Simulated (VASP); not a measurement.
# PbS: single point with r2SCAN

The system is PbS.

```
Pb S
1.0
     5.09504    0.00000    0.00000
    -2.54752    4.41243    0.00000
     0.00000    0.00000    6.11533
Pb S
2 2
Direct
  0.33333 0.66667 0.93592
  0.66667 0.33333 0.43592
  0.33333 0.66667 0.43908
  0.66667 0.33333 0.93908
```

This cell differs from its parent crystal: volume changed by +6%.

```json
{"Program": "VASP 6.6.1", "Task": "single point", "Functional": "r2SCAN", "Potentials or basis": "VASP PAW PBE potentials, release 64 (Pb_d, S)", "Cutoff": "520 eV", "k mesh": "6 × 6 × 4", "Occupations": "gaussian, width 0.01 eV", "Spin": "no spin polarisation"}
```

```json
{
 "Pressure": "-2.3 GPa",
 "Largest force": "0.009 eV/Å",
 "Band gap on the k mesh": "1.80 eV, direct"
}
```

Forces on the atoms (eV/Å):
```
Pb   0.000  0.000 -0.009
Pb   0.000  0.000 -0.009
S    0.000  0.000  0.009
S    0.000  0.000  0.009
```

Stress tensor (GPa, compression positive):
```
-2.26  0.00  0.00
 0.00 -2.26  0.00
 0.00  0.00 -2.48
```

Levels at points of the mesh, in eV from the valence-band top:
```tsv
k point	band 16	band 17	band 18	band 19	band 20	band 21	band 22	band 23	band 24	band 25
(0.00, 0.00, 0.00)	-2.81	-2.81	-1.75	-1.75	-1.74	2.37	2.37	3.65	3.65	5.14
(0.50, 0.00, 0.00)	-3.43	-2.63	-2.10	-1.92	-0.65	3.23	3.28	4.51	4.67	5.32
(0.00, 0.00, 0.50)	-2.28	-2.28	-2.28	-1.21	-1.21	2.67	2.67	2.67	2.67	2.84
(0.50, 0.00, 0.50)	-2.81	-1.71	-1.71	-0.58	-0.58	1.96	1.96	3.32	3.32	4.61
```

Wall time 2.3 min on 1 thread of Intel(R) Xeon(R) 6975P-C (Granite Rapids), with other jobs on the host, peak memory 0.32 GiB.

Caveat: the PAW data sets were made with another functional, which shifts forces and pressure a little; spin-orbit coupling is left out, which moves the levels of the heavy elements. A k mesh can miss the band edges.
